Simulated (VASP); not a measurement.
# WS2 (P6_3/mmc) in VASP: notebook

Runs on WS2. Level: PBE. Tasks: single point.

Program: VASP 6.6.1. These are calculated values, not measurements. Logs are shortened: lines on timing, memory, paths and dates and some standing lists are left out, and cuts for length are marked.

## 1. The cell of the first run

Symmetry: P6_3/mmc, No. 194, hexagonal system. Conventional cell: a = 3.188 Å, b = 3.188 Å, c = 14.834 Å, α = 90.00°, β = 90.00°, γ = 120.00°. W (site symmetry -6m2) has 6 S at 2.42 Å and 6 W at 3.19 Å within 3.2 Å. Within 3.2 Å of S (site symmetry 3m) lie 3 W at 2.42 Å and 7 S at 3.14 to 3.19 Å.

## 2. Single point, PBE

Contents of INCAR:

```
PREC = Accurate ; ENCUT = 520
EDIFF = 1E-7 ; ISMEAR = 0
SIGMA = 0.02 ; LREAL = False
LASPH = True ; NELM = 60
ALGO = Normal ; ISIF = 2
LWAVE = False ; LCHARG = False
GGA = PE ; NBANDS = 35
```

Contents of KPOINTS:

```
regular mesh
0
Gamma
  12 12 2
```

Contents of POSCAR:

```
WS2
1.0
    3.1877223376      0.0000000029      0.0000000000
   -1.5938611713      2.7606485232      0.0000000000
    0.0000000000      0.0000000000     14.8337139492
W S
2 4
Direct
    0.3333333333      0.6666666667      0.2500000000
    0.6666666667      0.3333333333      0.7500000000
    0.3333333333      0.6666666667      0.6440762217
    0.6666666667      0.3333333333      0.1440762217
    0.3333333333      0.6666666667      0.8559237783
    0.6666666667      0.3333333333      0.3559237783
```

Potentials or basis: VASP PAW PBE potentials, release 64 (W_sv, S).

Command:

```sh
$ cat potpaw_PBE.64/W_sv/POTCAR potpaw_PBE.64/S/POTCAR > POTCAR
$ mpirun -np 1 vasp_std > vasp.out
```

OUTCAR:

```text
PREC = Accurate
   ENCUT = 520
   EDIFF = 1E-7
   ISMEAR = 0
   LREAL = False
   LASPH = True
   NELM = 60
   ISIF = 2
   GGA = PE

 ion  position               nearest neighbor table
   1  0.333  0.667  0.250-   4 2.42   6 2.42   4 2.42   6 2.42   4 2.42   6 2.42
   2  0.667  0.333  0.750-   3 2.42   5 2.42   3 2.42   5 2.42   3 2.42   5 2.42
   3  0.333  0.667  0.644-   2 2.42   2 2.42   2 2.42
   4  0.667  0.333  0.144-   1 2.42   1 2.42   1 2.42
   5  0.333  0.667  0.856-   2 2.42   2 2.42   2 2.42
   6  0.667  0.333  0.356-   1 2.42   1 2.42   1 2.42

  LATTYP: Found a hexagonal cell.
 ALAT       =     3.1877223376
 C/A-ratio  =     4.6533895924

  Lattice vectors:

 A1 = (   3.1877223376,   0.0000000029,   0.0000000000)
 A2 = (  -1.5938611713,   2.7606485232,   0.0000000000)
 A3 = (   0.0000000000,   0.0000000000,  14.8337139492)

Analysis of symmetry for initial positions (statically):
=====================================================================
 Subroutine PRICEL returns:
 Original cell was already a primitive cell.

 Routine SETGRP: Setting up the symmetry group for a
 hexagonal supercell.

 Subroutine GETGRP returns: Found 24 space group operations
 (whereof 12 operations were pure point group operations)
 out of a pool of 24 trial point group operations.

The static configuration has the point symmetry D_3d.
 The point group associated with its full space group is D_6h.

Analysis of symmetry for dynamics (positions and initial velocities):
=====================================================================
 Subroutine PRICEL returns:
 Original cell was already a primitive cell.

 Routine SETGRP: Setting up the symmetry group for a
 hexagonal supercell.

 Subroutine GETGRP returns: Found 24 space group operations
 (whereof 12 operations were pure point group operations)
 out of a pool of 24 trial point group operations.

The dynamic configuration has the point symmetry D_3d.
 The point group associated with its full space group is D_6h.

 Subroutine INISYM returns: Found 24 space group operations
 (whereof 12 operations are pure point group operations),
 and found     1 'primitive' translations

----------------------------------------------------------------------------------------

                                     Primitive cell

  volume of cell :     130.5394

  direct lattice vectors                    reciprocal lattice vectors
     3.187722338  0.000000003  0.000000000     0.313703608  0.181116863  0.000000000
    -1.593861171  2.760648523  0.000000000    -0.000000000  0.362233726  0.000000000
     0.000000000  0.000000000 14.833713949     0.000000000  0.000000000  0.067414001

  length of vectors
     3.187722338  3.187722338 14.833713949     0.362233726  0.362233726  0.067414001

  position of ions in fractional coordinates (direct lattice)
     0.333333333  0.666666667  0.250000000
     0.666666667  0.333333333  0.750000000
     0.333333333  0.666666667  0.644076222
     0.666666667  0.333333333  0.144076222
     0.333333333  0.666666667  0.855923778
     0.666666667  0.333333333  0.355923778

  ion indices of the primitive-cell ions
   primitive index   ion index
                 1           1
                 2           2
                 3           3
                 4           4
                 5           5
                 6           6

----------------------------------------------------------------------------------------

 KPOINTS: regular mesh

Automatic generation of k-mesh.
 Grid dimensions read from file:
 generate k-points for:   12   12    2

 Generating k-lattice:

  Cartesian coordinates                     Fractional coordinates (reciprocal lattice)
     0.026141967  0.015093072  0.000000000     0.083333333  0.000000000  0.000000000
    -0.000000000  0.030186144  0.000000000     0.000000000  0.083333333  0.000000000
     0.000000000  0.000000000  0.033707000     0.000000000  0.000000000  0.500000000

  Length of vectors
     0.030186144  0.030186144  0.033707000

  Shift w.r.t. Gamma in fractional coordinates (k-lattice)
     0.000000000  0.000000000  0.000000000

 Subroutine IBZKPT returns following result:
 ===========================================

 Found     38 irreducible k-points:

 Following reciprocal coordinates:
            Coordinates               Weight
  0.000000  0.000000  0.000000      1.000000
  0.083333  0.000000  0.000000      6.000000
  0.166667 -0.000000  0.000000      6.000000
  0.250000 -0.000000  0.000000      6.000000
  0.333333 -0.000000  0.000000      6.000000
  0.416667 -0.000000  0.000000      6.000000
[... 16 lines left out ...]
  0.250000 -0.000000  0.500000      6.000000
  0.333333 -0.000000  0.500000      6.000000
 [... further k-points ...]
   k-points           NKPTS =     38   k-points in BZ     NKDIM =     38   number of bands    NBANDS=     35
   number of dos      NEDOS =    301   number of ions     NIONS =      6
   total plane-waves  NPLWV =  64512
   dimension x,y,z NGX =    24 NGY =   24 NGZ =  112
   dimension x,y,z NGXF=    48 NGYF=   48 NGZF=  224
   ions per type =               2   4
   NGX,Y,Z   is equivalent  to a cutoff of  12.52, 12.52, 12.55 a.u.
   NGXF,Y,Z  is equivalent  to a cutoff of  25.03, 25.03, 25.10 a.u.
 SYSTEM =  unknown system
   PREC   = accura    normal or accurate (medium, high low for compatibility)
   ISTART =      0    job   : 0-new  1-cont  2-samecut
   ICHARG =      2    charge: 1-file 2-atom 10-const
   ISPIN  =      1    spin polarized calculation?
   LNONCOLLINEAR =      F non collinear calculations
   LSORBIT =      F    spin-orbit coupling
   LASPH  =      T    aspherical Exc in radial PAW
   ENCUT  =  520.0 eV  38.22 Ry    6.18 a.u.   5.93  5.93 27.58*2*pi/ulx,y,z
   NELM   =     60;   NELMIN=  2; NELMDL= -5     # of ELM steps
   EDIFF  = 0.1E-06   stopping-criterion for ELM
   LREAL  =      F    real-space projection
   EDIFFG = 0.1E-05   stopping-criterion for IOM
   NSW    =      0    number of steps for IOM
   IBRION =     -1    ionic relax: 0-MD 1-quasi-New 2-CG
   NFREE  =      0    steps in history (QN), initial steepest desc. (CG)
   ISIF   =      2    stress and relaxation
   ISYM   =      2    0-nonsym 1-usesym 2-fastsym
   POTIM  = 0.5000    time-step for ionic-motion
   TEBEG  =    0.0;   TEEND  =   0.0 temperature during run
   PSTRESS=    0.0 pullay stress
   NELECT =      52.0000    total number of electrons
   NUPDOWN=      -1.0000    fix difference up-down
   EMIN   =  10.00;   EMAX   =-10.00  energy-range for DOS
   EFERMI =   0.00;   METHOD = LEGACY
   ISMEAR =     0;   SIGMA  =   0.02  broadening in eV -4-tet -1-fermi 0-gaus
   EFERMI_NEDOS =   21; number of points for ismear=-14 and -15
   IALGO  =     38    algorithm
   IMIX   =      4    mixing-type and parameters
     AMIX     =   0.40;   BMIX     =  1.00
     AMIX_MAG =   1.60;   BMIX_MAG =  1.00
  volume/ion in A,a.u.               =      21.76       146.82
  Fermi-wavevector in a.u.,A,eV,Ry     =   1.204561  2.276290 19.741605  1.450967
  Thomas-Fermi vector in A             =   2.340282
   LORBIT       =      0    0 simple, 1 ext, 2 COOP (PROOUT), +10 PAW based schemes
   GGA     = PE    functional components
   LHFCALC =     F    Hartree Fock is set to
   AEXX    =    0.0000 exact exchange contribution
   IVDW    =     0    specifies the selected vdW correction
   LEPSILON=     F    determine dielectric tensor
   LRPA    =     F    only Hartree local field effects (RPA)
 non-spin polarized calculation
 Gauss-broadening in eV      SIGMA  =   0.02
  energy-cutoff  :      520.00
  volume of cell :      130.54
 maximum number of plane-waves:      3558
 NGX is ok and might be reduce to    24
   NGX = 11   NGY = 11   NGZ = 55

 number of electron      52.0000001 magnetization

 Free energy of the ion-electron system (eV)
  ---------------------------------------------------
  ext. energy  EPLUGINS =         0.00000000
  ---------------------------------------------------
  free energy    TOTEN  =       -47.36391965 eV

  energy without entropy =      -47.36391965  energy(sigma->0) =      -47.36391965

 E-fermi :   5.0472     XC(G=0):  -9.5125

 val. band max:        4.7089431210   @ k =   0.0000   0.0000   0.0000
 cond. band min:       6.3480806190   @ k =   0.3333   0.3333   0.0000
 fundamental gap:      1.6391374980
 Fermi energy:         5.0471828926

 k-point     1 :       0.0000    0.0000    0.0000
  band No.  band energies     occupation
      1     -69.5072      2.00000
      2     -69.5071      2.00000
      3     -33.7352      2.00000
      4     -33.7352      2.00000
      5     -33.5911      2.00000
      6     -33.5911      2.00000
[... 27 lines left out ...]
     34       7.5590      0.00000
     35       9.5726      0.00000

 k-point     2 :       0.0833    0.0000    0.0000
  band No.  band energies     occupation
      1     -69.5061      2.00000
      2     -69.5060      2.00000
      3     -33.7312      2.00000
      4     -33.7312      2.00000
      5     -33.6134      2.00000
      6     -33.6134      2.00000
[... 27 lines left out ...]
     34       7.6187      0.00000
     35      10.0551      0.00000

 k-point     3 :       0.1667   -0.0000    0.0000
  band No.  band energies     occupation
      1     -69.5031      2.00000
      2     -69.5031      2.00000
      3     -33.7203      2.00000
      4     -33.7203      2.00000
      5     -33.6738      2.00000
      6     -33.6738      2.00000
[... 27 lines left out ...]
     34       8.1084      0.00000
     35      10.8531      0.00000

 k-point     4 :       0.2500   -0.0000    0.0000
  band No.  band energies     occupation
      1     -69.4990      2.00000
      2     -69.4990      2.00000
      3     -33.7552      2.00000
      4     -33.7552      2.00000
      5     -33.7054      2.00000
      6     -33.7054      2.00000
[... 27 lines left out ...]
     34       8.6185      0.00000
     35      11.2159      0.00000

 k-point     5 :       0.3333   -0.0000    0.0000
  band No.  band energies     occupation
      1     -69.4950      2.00000
      2     -69.4950      2.00000
      3     -33.8355      2.00000
      4     -33.8355      2.00000
      5     -33.6905      2.00000
      6     -33.6905      2.00000
[... 638 lines left out ...]
 k-point    22 :       0.1667   -0.0000    0.5000
  band No.  band energies     occupation
      1     -69.5031      2.00000
      2     -69.5031      2.00000
      3     -33.7203      2.00000
      4     -33.7203      2.00000
      5     -33.6738      2.00000
      6     -33.6738      2.00000
[... 27 lines left out ...]
     34       8.1025      0.00000
     35      11.0825      0.00000

 k-point    23 :       0.2500   -0.0000    0.5000
  band No.  band energies     occupation
      1     -69.4990      2.00000
      2     -69.4990      2.00000
      3     -33.7552      2.00000
      4     -33.7552      2.00000
      5     -33.7054      2.00000
      6     -33.7054      2.00000
[... 27 lines left out ...]
     34       8.6070      0.00000
     35      11.4251      0.00000

 k-point    24 :       0.3333   -0.0000    0.5000
  band No.  band energies     occupation
      1     -69.4950      2.00000
      2     -69.4950      2.00000
      3     -33.8355      2.00000
      4     -33.8355      2.00000
      5     -33.6905      2.00000
      6     -33.6905      2.00000
[... 27 lines left out ...]
     34       8.9725      0.00000
     35      11.1803      0.00000

 [... further k-points ...]

------------------------ aborting loop because EDIFF is reached ----------------------------------------

  FORCE on cell =-STRESS in cart. coord.  units (eV):
  Direction    XX          YY          ZZ          XY          YZ          ZX
  --------------------------------------------------------------------------------------
  -------------------------------------------------------------------------------------
  Total       -0.0328416     -0.0328416     -0.0508827     -0.0000000      0.0000000     -0.0000000
  in kB       -0.4030822     -0.4030822     -0.6245092     -0.0000000      0.0000000     -0.0000000
  external PRESSURE =      -0.4768912 kB  Pullay stress =       0.0000000 kB

 VOLUME and BASIS-vectors are now :
 -----------------------------------------------------------------------------
  energy-cutoff  :      520.00
  volume of cell :      130.54
      direct lattice vectors                 reciprocal lattice vectors
     3.187722338  0.000000003  0.000000000     0.313703608  0.181116863  0.000000000
    -1.593861171  2.760648523  0.000000000    -0.000000000  0.362233726  0.000000000
     0.000000000  0.000000000 14.833713949     0.000000000  0.000000000  0.067414001

 POSITION                                       TOTAL-FORCE (eV/Angst)
 -----------------------------------------------------------------------------------
     -0.00000      1.84043      3.70843        -0.000000      0.000000      0.000000
      1.59386      0.92022     11.12529         0.000000     -0.000000      0.000000
     -0.00000      1.84043      9.55404         0.000000     -0.000000     -0.000611
      1.59386      0.92022      2.13719        -0.000000     -0.000000     -0.000611
     -0.00000      1.84043     12.69653         0.000000     -0.000000      0.000611
      1.59386      0.92022      5.27967         0.000000      0.000000      0.000611
 -----------------------------------------------------------------------------------
    total drift:                               -0.000000      0.000000     -0.000000

  FREE ENERGIE OF THE ION-ELECTRON SYSTEM (eV)
  ---------------------------------------------------
  free  energy   TOTEN  =       -47.3639196542 eV

  energy  without entropy=      -47.3639196542  energy(sigma->0) =      -47.36391965
```

Run time: 5.1 min. Hardware: 1 thread of Intel Xeon 8259CL, shared host; peak memory 0.32 GiB.

What came out:

| Quantity | Value |
| --- | --- |
| Free energy | -47.3639 eV |
| Pressure | 0.0 GPa |
| Band gap on the k mesh | 1.64 eV (least direct gap 1.80 eV) |

Caveat: spin-orbit coupling is left out, which moves the levels of the heavy elements; this functional lacks dispersion, which binds layers or chains, so the pressure and a relaxed spacing across them are unreliable. A k mesh can miss the band edges.

[end of part 1 of 2]
